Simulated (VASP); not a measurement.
Write the native input for VASP 6.6.1 that does the following.

- Task: single point
- Functional: PBEsol
- Dispersion: D3(BJ)
- Potentials or basis: VASP PAW PBE potentials, release 64 (Tl_d)
- Cutoff: 500 eV
- k mesh: 6 × 6 × 6
- Occupations: gaussian, width 0.05 eV
- Spin: no spin polarisation
- Dipole correction: no
- Further INCAR settings: ALGO = Normal; EDIFF = 1e-06; NBANDS = 12

The structure of Tl lies in POSCAR:

```
Tl
1.0
   -1.9250000000      1.9250000000      1.9250000000
    1.9250000000     -1.9250000000      1.9250000000
    1.9250000000      1.9250000000     -1.9250000000
Tl
1
Direct
    0.0000000000      0.0000000000      0.0000000000
```

This isn't the form of Tl at room conditions, which is hcp.

One way to write it, as run:

INCAR

```
  PREC = Accurate
  ENCUT = 500
  EDIFF = 1E-6
  ISMEAR = 0
  SIGMA = 0.05
  LREAL = F
  LASPH = T
  NELM = 120
  ALGO = Normal
  ISIF = 2
  LWAVE = F
  LCHARG = F
  GGA = PS
  IVDW = 12
  NBANDS = 12
  GGA_COMPAT = F
```

KPOINTS

```
Automatic mesh
0
Gamma
  6 6 6
```

Potentials or basis: VASP PAW PBE potentials, release 64 (Tl_d).

The run is started by

```console
$ cat potpaw_PBE.64/Tl_d/POTCAR > POTCAR
$ mpirun -np 1 vasp_std > vasp.out
```

Results of the run:

* Pressure: -2.1 GPa
* Band gap on the k mesh: zero (an odd number of electrons rules out a gap without spin polarisation)
* Dispersion energy per atom: -0.385 eV

Caveat: the k points lie up to 0.38 Å⁻¹ apart, too coarse for converged energies and pressures of a metal; three body term missing; the PAW data sets were made with another functional, which shifts forces and pressure a little; spin-orbit coupling is left out, which moves the levels of the heavy elements.

Run time: 4.9 s on 1 thread of Intel(R) Xeon(R) 6975P-C (Granite Rapids), with other jobs on the host, peak memory 0.14 GiB.
